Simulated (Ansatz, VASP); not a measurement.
**One calculation of Be, two programs**

INCAR

```
PREC     = Accurate       # precision mode
ENCUT    = 520            # plane-wave cutoff, eV
EDIFF    = 1E-6           # SCF threshold, eV
ISMEAR   = 0              # smearing method
SIGMA    = 0.1            # smearing width, eV
LREAL    = False          # projectors in reciprocal space
LASPH    = True           # aspherical terms in the spheres
NELM     = 100            # most SCF steps
ALGO     = Fast           # electronic algorithm
ISIF     = 2              # what is computed and relaxed
LWAVE    = False          # write WAVECAR
LCHARG   = True           # write CHGCAR
GGA      = PS             # functional
LELF     = True           # ELF
LVHAR    = True         
NBANDS   = 7              # bands
```

File KPOINTS:

```
regular mesh
0
Gamma
  20 20 20
```

Contents of POSCAR:

```
Be
1.0
   -1.3034086951      1.2886970551      1.2695744294
    1.3034086951     -1.3388218932      1.3196992674
    1.3034086951      1.3388218932     -1.3196992674
Be
1
Direct
    0.0000000000      0.0000000000      0.0000000000
```

Input for Ansatz:

```yaml
crystal:
  lattice:
    - [-1.3034086951, 1.2886970551, 1.2695744294]
    - [1.3034086951, -1.3388218932, 1.3196992674]
    - [1.3034086951, 1.3388218932, -1.3196992674]
  atoms:
    - { symbol: Be, position: [0.0, 0.0, 0.0] }
basis:
  ecutwfc: 420
kpoints:
  mp_grid: { grid: [20, 20, 20] }
hamiltonian:
  xc: pbesol
scf:
  occupations: { method: gaussian, width: 0.1 }
output:
  forces: true
  stress: true
  eigenvalues: true
```

Alike in both runs: task single point; functional PBEsol; k mesh 20 × 20 × 20; occupations gaussian, width 0.1 eV; no spin polarisation.

|  | VASP | Ansatz |
| --- | --- | --- |
| version | VASP 6.6.1 | Ansatz 0.2.0 |
| potentials or method | VASP PAW PBE potentials, release 64 (Be), cutoff 520 eV | scalar-relativistic, plane waves, PAW |
| valence electrons in the cell | 2 | 2 |

Ansatz gave:

```
gap on the k mesh at the Fermi level (eV)                     : none
pressure (GPa)                                                : -12.9
traceless stress, the component that is largest in VASP (GPa) : 4.03
```

Question: Estimate VASP's values.

Answer: gap on the k mesh at the Fermi level (eV): none; pressure (GPa): -12.7; traceless stress, the component that is largest in VASP (GPa): 4.09.

VASP's potentials were made for PBE, not for PBEsol. A gap of «none» marks a metal or a gap that the smearing closes. The functional is the same, so the differences come from potentials, cutoffs and numerics.
